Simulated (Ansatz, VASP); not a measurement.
One calculation of Sr, two programs

File INCAR:

```
SYSTEM = Sr
PREC = Accurate
ENCUT = 500
EDIFF = 1E-6
ISMEAR = -1
SIGMA = 0.1
LREAL = .False.
LASPH = .True.
NELM = 120
ALGO = Normal
ISIF = 2
LWAVE = .False.
LCHARG = .False.
GGA = CA
NBANDS = 11
GGA_COMPAT = .False.
```

KPOINTS

```
regular mesh
0
Gamma
  15 15 15
  0 0 0
```

File POSCAR:

```
Sr
1.0
    0.0000000000      2.9028949114      2.9028949114
    2.9028949114      0.0000000000      2.9028949114
    2.9028949114      2.9028949114      0.0000000000
Sr
1
Direct
    0.0000000000      0.0000000000      0.0000000000
```

Input for Ansatz:

```yaml
crystal:
  lattice:
    - [0.0, 2.9028949114, 2.9028949114]
    - [2.9028949114, 0.0, 2.9028949114]
    - [2.9028949114, 2.9028949114, 0.0]
  atoms:
    - { symbol: Sr, position: [0.0, 0.0, 0.0] }
hamiltonian:
  xc: lda
  pseudopotentials:
    kind: paw
    azcp:
      Sr: "pseudopotentials/Sr.paw.azcp"
basis:
  ecutwfc: 420
  fft_grid_basis: typed
kpoints:
  mp_grid: { grid: [15, 15, 15], shift: [0, 0, 0] }
magnetization:
  spin_polarized: false
scf:
  occupations: { method: fermi_dirac, width: 0.1 }
  lower_state_search: "off"
output:
  stress: true
```

Alike in both runs: task single point; functional LDA; k mesh 15 × 15 × 15; occupations fermi-dirac, width 0.1 eV; no spin polarisation.

|  | VASP | Ansatz |
| --- | --- | --- |
| version | VASP 6.6.1 | Ansatz 0.2.0 |
| potentials or method | VASP PAW LDA potentials, release 64 (Sr_sv), cutoff 500 eV | plane waves (420 eV) with PAW, scalar-relativistic |
| valence electrons in the cell | 10 | 10 |

|  | VASP | Ansatz | Ansatz less VASP |
| --- | --- | --- | --- |
| pressure (GPa) | 0.0 | 0.0 | +0.01 |

Ansatz warns that its potentials were made for another functional, while VASP's fit it. LDA's correlation is that of Perdew and Zunger in VASP and of Perdew and Wang (1992) in Ansatz.
